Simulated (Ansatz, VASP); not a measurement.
## Ag in VASP and in Ansatz

```
Ag
1.0
     0.00000    2.02697    2.02697
     2.02697    0.00000    2.02697
     2.02697    2.02697    0.00000
Ag
1
Direct
  0.00000 0.00000 0.00000
```

Alike in both runs: task single point; functional PBEsol; k mesh 34 × 34 × 34; no spin polarisation.

```csv
,VASP,Ansatz
version,VASP 6.6.1,Ansatz 0.2.0
potentials or method,"VASP PAW PBE potentials, release 64 (Ag), cutoff 520 eV","plane-wave PAW, scalar-relativistic"
occupations,"methfessel-paxton of order 1, width 0.1 eV","cold, width 0.1 eV"
valence electrons in the cell,11,19
```

|  | VASP | Ansatz | Ansatz less VASP |
| --- | --- | --- | --- |
| pressure (GPa) | -0.3 | -0.1 | +0.22 |

VASP's potentials were made for PBE, not for PBEsol, and Ansatz warns of the same on its side. VASP's potentials hold 11 valence electrons a cell and Ansatz's 19, so a difference there can come from the potentials and not from the codes.
